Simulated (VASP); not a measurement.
Pt:

```xyz
4
Lattice="2.7740 0.0000 0.0000 -1.3870 2.4024 0.0000 0.0000 0.0000 9.0600" Properties=species:S:1:pos:R:3 pbc="T T T"
Pt    0.0000    0.0000    0.0000
Pt    0.0000    0.0000    4.5300
Pt    0.0000    1.6016    2.2650
Pt    1.3870    0.8008    6.7950
```

This isn't the form of Pt at room conditions, which is fcc.

| Quantity | Value |
| --- | --- |
| Program | VASP 6.6.1 |
| Task | relaxation of cell and atoms |
| Functional | LDA |
| Potentials or basis | VASP PAW LDA potentials, release 64 (Pt) |
| Cutoff | 600 eV |
| k mesh | 13 × 13 × 4 |
| Occupations | fermi-dirac, width 0.1 eV |
| Spin | no spin polarisation |

At the start: pressure -4.6 GPa; volume 15.09 Å³/atom.

Where does the relaxation end?

Over 9 steps the energy falls by 5.6 meV/atom and the volume is 14.86 Å³/atom (-1.6 %); space group P6_3/mmc (No. 194, to 0.1 Å) before and after.

The path:
```
step  energy change (eV)  largest force (eV/Å)  pressure (GPa)  volume (Å³)
   1              0.0000                0.0000           -4.61        60.38
   2              0.1123                0.0000           16.35        56.66
   3             -0.0168                0.0000            0.31        59.36
   4             -0.0168                0.0000            0.42        59.34
   5             -0.0219                0.0000            0.19        59.39
   6             -0.0224                0.0000            0.14        59.40
   7             -0.0224                0.0000            0.14        59.40
   8             -0.0223                0.0000           -0.38        59.50
   9             -0.0224                0.0000            0.00        59.43
```

Final structure:
```
Pt
1.0
     2.74127    0.00000    0.00000
    -1.37064    2.37401    0.00000
     0.00000    0.00000    9.13186
Pt
4
Cartesian
  0.0000 0.0000 0.0000
  0.0000 0.0000 4.5659
  0.0000 1.5827 2.2830
  1.3706 0.7913 6.8489
```

Caveat: the highest band is partly filled, so the run has too few bands.
